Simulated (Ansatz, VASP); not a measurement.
**One calculation of CO2, two programs**

```
CELL_PARAMETERS angstrom
6.03698 0.00000 0.00000
0.00000 6.03698 0.00000
0.00000 0.00000 6.48975
ATOMIC_POSITIONS crystal
C 0.00000 0.00000 0.00000
C 0.50000 0.00000 0.50000
C 0.50000 0.50000 0.00000
C 0.00000 0.50000 0.50000
O 0.11148 0.11148 0.11148
O 0.38852 0.88852 0.61148
O 0.61148 0.38852 0.88852
O 0.88852 0.61148 0.38852
O 0.88852 0.88852 0.88852
O 0.61148 0.11148 0.38852
O 0.38852 0.61148 0.11148
O 0.11148 0.38852 0.61148
```

Alike in both runs: task single point; functional PBE; k mesh 4 × 4 × 4; occupations gaussian, width 0.05 eV; no spin polarisation.

```csv
,VASP,Ansatz
version,VASP 6.6.1,Ansatz 0.2.0
potentials or method,"VASP PAW PBE potentials, release 64 (C, O), cutoff 520 eV","scalar-relativistic, plane waves, PAW"
valence electrons in the cell,64,64
```

|  | VASP | Ansatz | Ansatz less VASP |
| --- | --- | --- | --- |
| gap on the k mesh at the Fermi level (eV) | 6.37 | 6.39 | +0.017 |
| least direct gap on the mesh (eV) | 6.37 | 6.39 | +0.017 |
| pressure (GPa) | -4.3 | -5.3 | -0.95 |
| traceless stress, the component that is largest in VASP (GPa) | -0.53 | -0.63 | -0.107 |
| rms of the force components (eV/Å) | 0.881 | 1.131 | +0.2498 |

Atom by atom the forces differ by 0.250 eV/Å (rms over components).

Noted on VASP's run: the standard files for N, O and F lose accuracy on very short bonds.
